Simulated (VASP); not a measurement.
Set up this calculation in VASP 6.6.1, as the native input.

```yaml
Task: single point
Functional: HSE06
Potentials_or_basis: VASP PAW PBE potentials, release 64 (Si, C)
Cutoff: 520 eV
k_mesh: 8 × 8 × 8
Occupations: gaussian, width 0.01 eV
Spin: no spin polarisation
Dipole_correction: no
Grid_for_exact_exchange_PRECFOCK: Normal
Further_INCAR_settings: ALGO = Normal; EDIFF = 1e-06; NBANDS = 11
Share_of_exact_exchange: 0.25
Screening_parameter: 0.2079 1/Å
```

SiC:

```
CELL_PARAMETERS angstrom
0.01742 2.17369 2.17369
2.17369 0.01742 2.17369
2.17369 2.17369 0.01742
ATOMIC_POSITIONS crystal
Si 0.00038 0.00038 0.00038
C 0.24962 0.24962 0.24962
```

This cell differs from its parent crystal: epitaxial 111 strain -1.0%.

One way to write it, as run:

POSCAR

```
SiC
1.0
    0.0174216866      2.1736935141      2.1736935141
    2.1736935141      0.0174216866      2.1736935141
    2.1736935141      2.1736935141      0.0174216866
Si C
1 1
Direct
    0.0003774063      0.0003774063      0.0003774063
    0.2496225937      0.2496225937      0.2496225937
```

INCAR.step1

```
SYSTEM = SiC
PREC = Accurate
ENCUT = 520
EDIFF = 1E-5
ISMEAR = 0
SIGMA = 0.01
LREAL = .False.
LASPH = .True.
NELM = 60
ALGO = Normal
ISIF = 2
LWAVE = .True.
LCHARG = .False.
NBANDS = 11
GGA = PE
```

INCAR.step2

```
SYSTEM = SiC
PREC = Accurate
ENCUT = 520
EDIFF = 1E-6
ISMEAR = 0
SIGMA = 0.01
LREAL = .False.
LASPH = .True.
NELM = 60
ALGO = Normal
ISIF = 2
LWAVE = .False.
LCHARG = .False.
GGA = PE
LHFCALC = .True.
HFSCREEN = 0.2079
PRECFOCK = Normal
NBANDS = 11
ISTART = 1
```

KPOINTS

```
Automatic mesh
0
Gamma
  8 8 8
  0 0 0
```

Potentials or basis: VASP PAW PBE potentials, release 64 (Si, C).

The run is started by

```bash
$ cat potpaw_PBE.64/Si/POTCAR potpaw_PBE.64/C/POTCAR > POTCAR
$ cp INCAR.step1 INCAR
$ mpirun -np 1 vasp_std > vasp.out
$ cp INCAR.step2 INCAR
$ mpirun -np 1 vasp_std > vasp.out
```

Results of the run:

```json
{"Pressure": "2.8 GPa", "Largest force": "0.003 eV/Å", "Band gap on the k mesh": "2.18 eV (least direct gap 5.68 eV)"}
```

Caveat: the cell differs from its parent crystal (epitaxial 111 strain -1.0%); the PAW data sets were made with another functional, which shifts forces and pressure a little.

It took 99 min on 1 thread of Oxide Virtual Turin-like Processor, on a shared host, peak memory 0.23 GiB.
